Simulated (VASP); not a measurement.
# Si2W (P6_222) in VASP: a series of runs, part 2 of 2

VASP 6.6.1. Earlier steps stand in the parts before.

## (4) Single point, LDA+U

INCAR

```
PREC     = Accurate       # precision mode
ENCUT    = 520            # plane-wave cutoff, eV
EDIFF    = 1E-7           # SCF threshold, eV
ISMEAR   = -1             # smearing method
SIGMA    = 0.05           # smearing width, eV
LREAL    = F              # projectors in reciprocal space
LASPH    = T              # aspherical terms in the spheres
NELM     = 150            # most SCF steps
ALGO     = Normal         # electronic algorithm
ISIF     = 2              # what is computed and relaxed
LWAVE    = F              # write WAVECAR
LCHARG   = F              # write CHGCAR
LMAXMIX  = 4              # l up to which the mixer works
LDAU     = T              # DFT+U
LDAUTYPE = 2            
LDAUL    = 2 -1           # shell
LDAUU    = 4 0            # U, eV
LDAUJ    = 0 0          
LDAUPRINT= 1            
GGA      = CA             # functional
NBANDS   = 43             # bands
```

KPOINTS

```
Automatic mesh
0
Gamma
  5 5 3
```

POSCAR

```
Si2W
1.0
    4.6168523821      0.0000000000      0.0000000000
   -2.3084261911      3.9983114484      0.0000000000
    0.0000000000      0.0000000000      6.6532220000
W Si
3 6
Direct
    0.5000000000      0.0000000000      0.5000000000
    0.5000000000      0.5000000000      0.8333333333
    0.0000000000      0.5000000000      0.1666666667
    0.3272520000      0.1636260000      0.1666666667
    0.8363740000      0.1636260000      0.8333333333
    0.1636260000      0.3272520000      0.5000000000
    0.6727480000      0.8363740000      0.1666666667
    0.1636260000      0.8363740000      0.8333333333
    0.8363740000      0.6727480000      0.5000000000
```

Potentials or basis: VASP PAW LDA potentials, release 64 (W_sv, Si).

On the command line:

```bash
cat potpaw_LDA.64/W_sv/POTCAR potpaw_LDA.64/Si/POTCAR > POTCAR
mpirun -np 1 vasp_std > vasp.out
```

OUTCAR:

```text
PREC = Accurate
   ENCUT = 520
   EDIFF = 1E-7
   ISMEAR = -1
   LREAL = F
   LASPH = T
   NELM = 150
   ISIF = 2
   GGA = CA

 ion  position               nearest neighbor table
   1  0.500  0.000  0.500-   5 2.59   8 2.59   7 2.59   4 2.59   6 2.65   9 2.65   9 2.65   6 2.65
                             6 2.69   9 2.69   3 3.20   3 3.20   2 3.20   2 3.20
   2  0.500  0.500  0.833-   6 2.59   9 2.59   7 2.59   4 2.59   8 2.65   5 2.65   8 2.65   5 2.65
                             8 2.69   5 2.69   1 3.20   1 3.20   3 3.20   3 3.20
   3  0.000  0.500  0.167-   6 2.59   9 2.59   8 2.59   5 2.59   4 2.65   7 2.65   7 2.65   4 2.65
                             7 2.69   4 2.69   1 3.20   1 3.20   2 3.20   2 3.20
   4  0.327  0.164  0.167-   6 2.57   8 2.57   1 2.59   2 2.59   7 2.62   3 2.65   3 2.65   3 2.69
                             7 2.69   7 2.69
   5  0.836  0.164  0.833-   6 2.57   7 2.57   1 2.59   3 2.59   8 2.62   2 2.65   2 2.65   2 2.69
                             8 2.69   8 2.69
   6  0.164  0.327  0.500-   5 2.57   4 2.57   2 2.59   3 2.59   9 2.62   1 2.65   1 2.65   1 2.69
                             9 2.69   9 2.69
   7  0.673  0.836  0.167-   9 2.57   5 2.57   1 2.59   2 2.59   4 2.62   3 2.65   3 2.65   3 2.69
                             4 2.69   4 2.69
   8  0.164  0.836  0.833-   9 2.57   4 2.57   1 2.59   3 2.59   5 2.62   2 2.65   2 2.65   2 2.69
                             5 2.69   5 2.69
   9  0.836  0.673  0.500-   8 2.57   7 2.57   2 2.59   3 2.59   6 2.62   1 2.65   1 2.65   1 2.69
                             6 2.69   6 2.69

  LATTYP: Found a hexagonal cell.
 ALAT       =     4.6168523821
 C/A-ratio  =     1.4410731488

  Lattice vectors:

 A1 = (   4.6168523821,   0.0000000000,   0.0000000000)
 A2 = (  -2.3084261911,   3.9983114484,   0.0000000000)
 A3 = (   0.0000000000,   0.0000000000,   6.6532220000)

Analysis of symmetry for initial positions (statically):
[... 264 lines left out ...]
  o =  0.4426  v = -0.3952  0.0000  0.8898 -0.0000 -0.2282  0.0000  0.0000  0.0000  0.0000  0.0000      0.0000  0.0000  0.0000  0.0000  0.0000  0.0000  0.0000  0.0000  0.0000  0.0000
  o =  0.4426  v =  0.0000  0.0000  0.0000  0.0000  0.0000 -0.3952  0.0000  0.8898 -0.0000 -0.2282      0.0000  0.0000  0.0000  0.0000  0.0000  0.0000  0.0000  0.0000  0.0000  0.0000

 number of electron      66.0000007 magnetization

 Free energy of the ion-electron system (eV)
  ---------------------------------------------------
  ext. energy  EPLUGINS =         0.00000000
  ---------------------------------------------------
  free energy    TOTEN  =       -67.59377480 eV

  energy without entropy =      -67.59317416  energy(sigma->0) =      -67.59347448

 E-fermi :  12.2903     XC(G=0): -12.5945

 val. band max:       12.0779786269   @ k =   0.0000   0.0000   0.3333
 cond. band min:      12.5466810763   @ k =   0.2000   0.2000   0.0000
 fundamental gap:      0.4687024494
 Fermi energy:        12.2902897877

 k-point     1 :       0.0000    0.0000    0.0000
  band No.  band energies     occupation
      1     -61.9545      2.00000
      2     -61.9425      2.00000
      3     -61.9425      2.00000
      4     -26.5514      2.00000
      5     -26.5378      2.00000
      6     -26.5378      2.00000
[... 449 lines left out ...]
     42      15.1167      0.00000
     43      15.7595      0.00000

------------------------ aborting loop because EDIFF is reached ----------------------------------------

  FORCE on cell =-STRESS in cart. coord.  units (eV):
  Direction    XX          YY          ZZ          XY          YZ          ZX
  --------------------------------------------------------------------------------------
  -------------------------------------------------------------------------------------
  Total       -3.7573868     -3.7573868     -4.4128066      0.0000000      0.0000000      0.0000000
  in kB      -49.0164505    -49.0164505    -57.5666365      0.0000000      0.0000000      0.0000000
  external PRESSURE =     -51.8665125 kB  Pullay stress =       0.0000000 kB

 VOLUME and BASIS-vectors are now :
 -----------------------------------------------------------------------------
  energy-cutoff  :      520.00
  volume of cell :      122.82
      direct lattice vectors                 reciprocal lattice vectors
     4.616852382  0.000000000  0.000000000     0.216597785  0.125052790  0.000000000
    -2.308426191  3.998311448  0.000000000     0.000000000  0.250105579  0.000000000
     0.000000000  0.000000000  6.653222000     0.000000000  0.000000000  0.150303116

 POSITION                                       TOTAL-FORCE (eV/Angst)
 -----------------------------------------------------------------------------------
      2.30843      0.00000      3.32661         0.000000     -0.000000      0.000000
      1.15421      1.99916      5.54435         0.000000     -0.000000     -0.000000
     -1.15421      1.99916      1.10887         0.000000     -0.000000      0.000000
      1.13316      0.65423      1.10887        -0.011683     -0.006745     -0.000000
      3.48370      0.65423      5.54435         0.011683     -0.006745      0.000000
     -0.00000      1.30846      3.32661         0.000000     -0.013491      0.000000
      1.17527      3.34408      1.10887         0.011683      0.006745     -0.000000
     -1.17527      3.34408      5.54435        -0.011683      0.006745      0.000000
      2.30843      2.68986      3.32661        -0.000000      0.013491      0.000000
 -----------------------------------------------------------------------------------
    total drift:                               -0.000000     -0.000000      0.000000

  FREE ENERGIE OF THE ION-ELECTRON SYSTEM (eV)
  ---------------------------------------------------
  free  energy   TOTEN  =       -67.5937748025 eV

  energy  without entropy=      -67.5931741606  energy(sigma->0) =      -67.59347448
```

OSZICAR:

```text
N       E                     dE             d eps       ncg     rms          rms(c)
DAV:   1     0.639347946747E+03    0.63935E+03   -0.34879E+04   884   0.156E+03
DAV:   2    -0.295319835079E+02   -0.66888E+03   -0.64639E+03   909   0.445E+02
DAV:   3    -0.696556941228E+02   -0.40124E+02   -0.38531E+02  1084   0.993E+01
DAV:   4    -0.708456214781E+02   -0.11899E+01   -0.11800E+01  1064   0.158E+01
DAV:   5    -0.708661353024E+02   -0.20514E-01   -0.20493E-01  1064   0.226E+00    0.418E+01
DAV:   6    -0.678704259802E+02    0.29957E+01   -0.16458E+01  1072   0.191E+01    0.129E+01
DAV:   7    -0.676412553023E+02    0.22917E+00   -0.13098E+00  1037   0.493E+00    0.722E+00
DAV:   8    -0.675911355580E+02    0.50120E-01   -0.17894E-01  1053   0.186E+00    0.567E-01
DAV:   9    -0.675922653877E+02   -0.11298E-02   -0.13791E-02  1176   0.441E-01    0.358E-01
DAV:  10    -0.675938126340E+02   -0.15472E-02   -0.41302E-03  1072   0.400E-01    0.997E-02
DAV:  11    -0.675937696161E+02    0.43018E-04   -0.46778E-04  1048   0.109E-01    0.393E-02
DAV:  12    -0.675937728357E+02   -0.32196E-05   -0.37848E-05  1152   0.309E-02    0.107E-02
DAV:  13    -0.675937747046E+02   -0.18689E-05   -0.38238E-06  1104   0.877E-03    0.382E-03
DAV:  14    -0.675937748025E+02   -0.97834E-07   -0.19977E-07   856   0.202E-03
   1 F= -.67593775E+02 E0= -.67593474E+02  d E =-.600642E-03
```

stdout:

```text
POSCAR found type information on POSCAR W Si
 POSCAR found :  2 types and       9 ions
 scaLAPACK will be used
 LDA part: xc-table for (Slater(with rela. corr.)+CA(PZ))
 , standard interpolation
 POSCAR, INCAR and KPOINTS ok, starting setup
 FFT: planning ... GRIDC
 FFT: planning ... GRID_SOFT
 FFT: planning ... GRID
 WAVECAR not read
 entering main loop
```

It took 81 s on 1 thread of Intel Xeon Platinum 8259CL at 2.50GHz (Skylake/Cascade Lake), shared host; peak memory 0.21 GiB.

What came out:

```
Free energy            : -67.5938 eV
Pressure               : -5.2 GPa
Largest force          : 0.013 eV/Å
Band gap on the k mesh : 0.47 eV, indirect (least direct gap 1.07 eV)
```

Forces in eV/Å, atoms in the order of the input:
```
W    0.000  0.000  0.000
W    0.000  0.000  0.000
W    0.000  0.000  0.000
Si  -0.012 -0.007  0.000
Si   0.012 -0.007  0.000
Si   0.000 -0.013  0.000
Si   0.012  0.007  0.000
Si  -0.012  0.007  0.000
Si   0.000  0.013  0.000
```

Stress tensor (GPa, compression positive):
```
-4.90  0.00  0.00
 0.00 -4.90  0.00
 0.00  0.00 -5.76
```

Levels at points of the mesh, in eV from the valence-band top:
```csv
k point,band 30,band 31,band 32,band 33,band 34,band 35,band 36,band 37
"(0.00, 0.00, 0.00)",-2.98,-2.65,-2.29,-0.70,2.49,2.49,2.57,2.83
```

Eigenvalues of the final occupation matrices:
| site | spin | trace | eigenvalues |
| --- | --- | --- | --- |
| site 1 d | 1 | 1.80 | 0.28 0.33 0.37 0.38 0.44 |
| site 1 d | 2 | 1.80 | 0.28 0.33 0.37 0.38 0.44 |
| site 2 d | 1 | 1.80 | 0.28 0.33 0.37 0.38 0.44 |
| site 2 d | 2 | 1.80 | 0.28 0.33 0.37 0.38 0.44 |
| site 3 d | 1 | 1.80 | 0.28 0.33 0.37 0.38 0.44 |
| site 3 d | 2 | 1.80 | 0.28 0.33 0.37 0.38 0.44 |

Caveat: spin-orbit coupling is left out, which moves the levels of the heavy elements; the U is typed as a test and isn't derived for this compound.

## (5) Single point, LDA+U

INCAR

```
SYSTEM = Si2W
PREC = Accurate ; ENCUT = 520
EDIFF = 1E-6 ; ISMEAR = -1
SIGMA = 0.05 ; LREAL = .False.
LASPH = .True. ; NELM = 150
ALGO = Normal ; ISIF = 2
LWAVE = .False. ; LCHARG = .False.
LMAXMIX = 4 ; LDAU = .True.
LDAUTYPE = 2 ; LDAUL = 2 -1
LDAUU = 5 0 ; LDAUJ = 0 0
LDAUPRINT = 1 ; NBANDS = 43
```

KPOINTS

```
Automatic mesh
0
Gamma
  5 5 3
  0 0 0
```

POSCAR is that of step 4.

On the command line:

```bash
cat potpaw_LDA.64/W_sv/POTCAR potpaw_LDA.64/Si/POTCAR > POTCAR
mpirun -np 1 vasp_std > vasp.out
```

Wall time 84 s (1 thread of Intel Xeon Platinum 8259CL at 2.50GHz (Skylake/Cascade Lake), shared host); peak memory 0.21 GiB.

The run converged. Its results:

```yaml
Free_energy: -64.1892 eV
Pressure: -4.2 GPa
Largest_force: 0.034 eV/Å
Band_gap_on_the_k_mesh: 0.50 eV, indirect (least direct gap 1.12 eV)
```

Forces on the atoms (eV/Å):
```
W    0.000  0.000  0.000
W    0.000  0.000  0.000
W    0.000  0.000  0.000
Si  -0.030 -0.017  0.000
Si   0.030 -0.017  0.000
Si   0.000 -0.034  0.000
Si   0.030  0.017  0.000
Si  -0.030  0.017  0.000
Si   0.000  0.034  0.000
```

Stress tensor (GPa, compression positive):
```
-3.92  0.00  0.00
 0.00 -3.92  0.00
 0.00  0.00 -4.86
```

Levels at points of the mesh, in eV from the valence-band top:
| k point | band 31 | band 32 | band 33 | band 34 | band 35 | band 36 |
| --- | --- | --- | --- | --- | --- | --- |
| (0.00, 0.00, 0.00) | -2.63 | -2.29 | -0.71 | 2.49 | 2.49 | 2.60 |

Eigenvalues of the final occupation matrices:
```tsv
site	spin	trace	eigenvalues
site 1 d	1	1.79	0.27 0.32 0.37 0.38 0.45
site 1 d	2	1.79	0.27 0.32 0.37 0.38 0.45
site 2 d	1	1.79	0.27 0.32 0.37 0.38 0.45
site 2 d	2	1.79	0.27 0.32 0.37 0.38 0.45
site 3 d	1	1.79	0.27 0.32 0.37 0.38 0.45
site 3 d	2	1.79	0.27 0.32 0.37 0.38 0.45
```

Caveat: spin-orbit coupling is left out, which moves the levels of the heavy elements; the U is typed as a test and isn't derived for this compound. A k mesh can miss the band edges.

## (6) The runs side by side

| U | gap on the mesh (eV) | pressure (GPa) | largest force (eV/Å) |
| --- | --- | --- | --- |
| W d U = 2.0 eV | 0.43 | -7.0 | 0.03 |
| W d U = 3.0 eV | 0.45 | -6.1 | 0.01 |
| W d U = 4.0 eV | 0.47 | -5.2 | 0.01 |
| W d U = 5.0 eV | 0.50 | -4.2 | 0.03 |

Alike in all rows: task single point; level LDA+U; potentials or basis VASP PAW LDA potentials, release 64 (W_sv, Si); no spin polarisation; cell as given; k mesh 5 × 5 × 3; cutoff (eV) 520; smearing fermi-dirac 0.05 eV.

On the cell as given the gap runs from 0.43 eV (LDA+U) to 0.50 eV (LDA+U).

Caveats: spin-orbit coupling is left out, which moves the levels of the heavy elements; the U is typed as a test and isn't derived for this compound.

Absolute energies hang on the potentials; compare differences alone.
